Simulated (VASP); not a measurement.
# Ta2N (P-3m1) in VASP: a series of runs, part 2 of 2

VASP 6.6.1.

## 4. Single point, LDA (13.30 Å³/atom)

File INCAR:

```
ALGO = Normal
EDIFF = 1E-6
ENCUT = 700
GGA = CA
GGA_COMPAT = F
ISIF = 2
ISMEAR = 0
LASPH = T
LCHARG = T
LELF = T
LREAL = F
LVHAR = T
LWAVE = F
NBANDS = 22
NELM = 120
PREC = Accurate
SIGMA = 0.15
```

File KPOINTS:

```
k-points
0
Gamma
  18 18 10
```

File POSCAR:

```
Ta2N
1.0
    3.0342993158      0.0000000000      0.0000000000
   -1.5171496579      2.6277802902      0.0000000000
    0.0000000000      0.0000000000      5.0044698616
Ta N
2 1
Direct
    0.6666666667      0.3333333333      0.7466885012
    0.3333333333      0.6666666667      0.2533114988
    0.0000000000      0.0000000000      0.0000000000
```

Potentials or basis: VASP PAW LDA potentials, release 64 (Ta_sv_GW, N).

The run is started by

```
> cat potpaw_LDA.64/Ta_sv_GW/POTCAR potpaw_LDA.64/N/POTCAR > POTCAR
> mpirun -np 1 vasp_std > vasp.out
```

OUTCAR:

```text
EDIFF = 1E-6
   ENCUT = 700
   GGA = CA
   ISIF = 2
   ISMEAR = 0
   LASPH = T
   LREAL = F
   NELM = 120
   PREC = Accurate

 ion  position               nearest neighbor table
   1  0.667  0.333  0.747-   3 2.16   3 2.16   3 2.16   2 3.03   2 3.03   2 3.03   2 3.08   2 3.08
                             2 3.08
   2  0.333  0.667  0.253-   3 2.16   3 2.16   3 2.16   1 3.03   1 3.03   1 3.03   1 3.08   1 3.08
                             1 3.08
   3  0.000  0.000  0.000-   1 2.16   2 2.16   1 2.16   2 2.16   1 2.16   2 2.16

  LATTYP: Found a hexagonal cell.
[... 790 lines left out ...]
     21      16.6156      0.00000
     22      16.9491      0.00000

 [... further k-points ...]
[... 5 lines left out ...]
  --------------------------------------------------------------------------------------
  -------------------------------------------------------------------------------------
  Total       -0.8035073     -0.8035073     -3.4913911      0.0000000     -0.0000000      0.0000000
  in kB      -32.2622662    -32.2622662   -140.1856415      0.0000000     -0.0000000      0.0000000
  external PRESSURE =     -68.2367246 kB  Pullay stress =       0.0000000 kB

 VOLUME and BASIS-vectors are now :
 -----------------------------------------------------------------------------
  energy-cutoff  :      700.00
  volume of cell :       39.90
      direct lattice vectors                 reciprocal lattice vectors
     3.034299316  0.000000000  0.000000000     0.329565378  0.190274660  0.000000000
    -1.517149658  2.627780290  0.000000000     0.000000000  0.380549319  0.000000000
     0.000000000  0.000000000  5.004469862     0.000000000  0.000000000  0.199821365

 POSITION                                       TOTAL-FORCE (eV/Angst)
 -----------------------------------------------------------------------------------
      1.51715      0.87593      3.73678        -0.000000     -0.000000     -0.241366
     -0.00000      1.75185      1.26769         0.000000      0.000000      0.241366
      0.00000      0.00000      0.00000        -0.000000      0.000000      0.000000
 -----------------------------------------------------------------------------------
    total drift:                               -0.000000      0.000000      0.000000

  FREE ENERGIE OF THE ION-ELECTRON SYSTEM (eV)
  ---------------------------------------------------
  free  energy   TOTEN  =       -42.5960369790 eV

  energy  without entropy=      -42.5823342145  energy(sigma->0) =      -42.58918560
```

OSZICAR:

```text
N       E                     dE             d eps       ncg     rms          rms(c)
DAV:   1     0.295613602104E+03    0.29561E+03   -0.22260E+04 14528   0.176E+03
DAV:   2    -0.281005334251E+02   -0.32371E+03   -0.31010E+03 18290   0.424E+02
DAV:   3    -0.469941440038E+02   -0.18894E+02   -0.18648E+02 19600   0.984E+01
DAV:   4    -0.475203022690E+02   -0.52616E+00   -0.52562E+00 18174   0.145E+01
DAV:   5    -0.475272138942E+02   -0.69116E-02   -0.69096E-02 20604   0.156E+00    0.917E+01
DAV:   6    -0.431205816968E+02    0.44066E+01   -0.19638E+01 16706   0.247E+01    0.744E+01
DAV:   7    -0.429746163916E+02    0.14597E+00   -0.63693E+00 15108   0.149E+01    0.464E+00
DAV:   8    -0.426019292909E+02    0.37269E+00   -0.15576E+00 16634   0.717E+00    0.513E+00
DAV:   9    -0.425967624084E+02    0.51669E-02   -0.13368E-01 16794   0.244E+00    0.371E+00
DAV:  10    -0.425965450334E+02    0.21737E-03   -0.32389E-03 17268   0.386E-01    0.296E+00
DAV:  11    -0.425964331848E+02    0.11185E-03   -0.73910E-04 17278   0.226E-01    0.111E+00
DAV:  12    -0.425960899926E+02    0.34319E-03   -0.28910E-03 16542   0.418E-01    0.218E+00
DAV:  13    -0.425960438556E+02    0.46137E-04   -0.15156E-04 16440   0.786E-02    0.105E+00
DAV:  14    -0.425960389096E+02    0.49459E-05   -0.17726E-05 16820   0.257E-02    0.387E-01
DAV:  15    -0.425960369659E+02    0.19437E-05   -0.93959E-06 14198   0.202E-02    0.177E-01
DAV:  16    -0.425960369790E+02   -0.13117E-07   -0.45482E-07  8256   0.523E-03
   1 F= -.42596037E+02 E0= -.42589186E+02  d E =-.137028E-01
```

stdout:

```text
POSCAR found type information on POSCAR TaN
 POSCAR found :  2 types and       3 ions
 scaLAPACK will be used
 LDA part: xc-table for (Slater(with rela. corr.)+CA(PZ))
 , standard interpolation
 POSCAR, INCAR and KPOINTS ok, starting setup
 FFT: planning ... GRIDC
 FFT: planning ... GRID_SOFT
 FFT: planning ... GRID
 WAVECAR not read
 entering main loop
```

Run time: 7.8 min. Hardware: 1 thread of Intel Xeon Platinum 8175M at 2.50GHz (Skylake/Cascade Lake), shared host; peak memory 0.51 GiB.

What came out:

* Free energy: -42.5960 eV
* Pressure: -6.8 GPa
* Largest force: 0.241 eV/Å
* Band gap on the k mesh: zero (an odd number of electrons rules out a gap without spin polarisation)

Forces on the atoms (eV/Å):
```
Ta   0.000  0.000 -0.241
Ta   0.000  0.000  0.241
N    0.000  0.000  0.000
```

Caveat: the stress differs along the axes, from -14 to -3 GPa; spin-orbit coupling is left out, which moves the levels of the heavy elements.

## 5. Overview

```csv
cell,gap on the mesh (eV),pressure (GPa),largest force (eV/Å)
"a = 3.116, b = 3.116, c = 4.744 Å, angles 90.0, 90.0, 120.0°, 3 atoms",none,-6.9,0.33
"a = 3.007, b = 3.007, c = 5.094 Å, angles 90.0, 90.0, 120.0°, 3 atoms",none,-6.5,0.42
"a = 3.034, b = 3.034, c = 5.004 Å, angles 90.0, 90.0, 120.0°, 3 atoms",none,-6.8,0.24
```

Alike in all rows: task single point; level LDA; potentials or basis VASP PAW LDA potentials, release 64 (Ta_sv_GW, N); no spin polarisation; k mesh 18 × 18 × 10; cutoff (eV) 700; smearing gaussian 0.15 eV.

Caveats: spin-orbit coupling is left out, which moves the levels of the heavy elements; the stress differs along the axes, from -9 to -3 GPa (at least some runs); the stress differs along the axes, from -17 to -1 GPa (at least some runs); the stress differs along the axes, from -14 to -3 GPa (at least some runs).

Absolute energies hang on the potentials; compare differences alone.
